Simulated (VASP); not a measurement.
A run of VASP 6.6.1:

File INCAR:

```
PREC     = Accurate       # precision mode
ENCUT    = 520            # plane-wave cutoff, eV
EDIFF    = 1E-6           # SCF threshold, eV
ISMEAR   = -1             # smearing method
SIGMA    = 0.02           # smearing width, eV
LREAL    = F              # projectors in reciprocal space
LASPH    = T              # aspherical terms in the spheres
NELM     = 80             # most SCF steps
ALGO     = Normal         # electronic algorithm
ISIF     = 2              # what is computed and relaxed
LWAVE    = F              # write WAVECAR
LCHARG   = F              # write CHGCAR
GGA      = PS             # functional
NBANDS   = 19             # bands
```

File KPOINTS:

```
regular mesh
0
Gamma
  3 3 3
```

File POSCAR:

```
Sr2C
1.0
    0.0000000000      3.3601424449      3.3601424449
    3.3601424449      0.0000000000      3.3601424449
    3.3601424449      3.3601424449      0.0000000000
C Sr
1 2
Direct
    0.0000000000      0.0000000000      0.0000000000
    0.2500000000      0.2500000000      0.2500000000
    0.7500000000      0.7500000000      0.7500000000
```

Potentials or basis: VASP PAW PBE potentials, release 64 (C, Sr_sv).

Launch:

```sh
$ cat potpaw_PBE.64/C/POTCAR potpaw_PBE.64/Sr_sv/POTCAR > POTCAR
$ mpirun -np 1 vasp_std > vasp.out
```

Hardware: 1 thread of Intel(R) Xeon(R) Platinum 8259CL CPU @ 2.50GHz (Skylake/Cascade Lake), with other jobs on the host.

How long does it take, and how much memory?

Wall time 9.4 s on 1 thread of Intel(R) Xeon(R) Platinum 8259CL CPU @ 2.50GHz (Skylake/Cascade Lake), on a shared host, peak memory 0.2 GiB. Counts: scf iterations 13, k points 4.
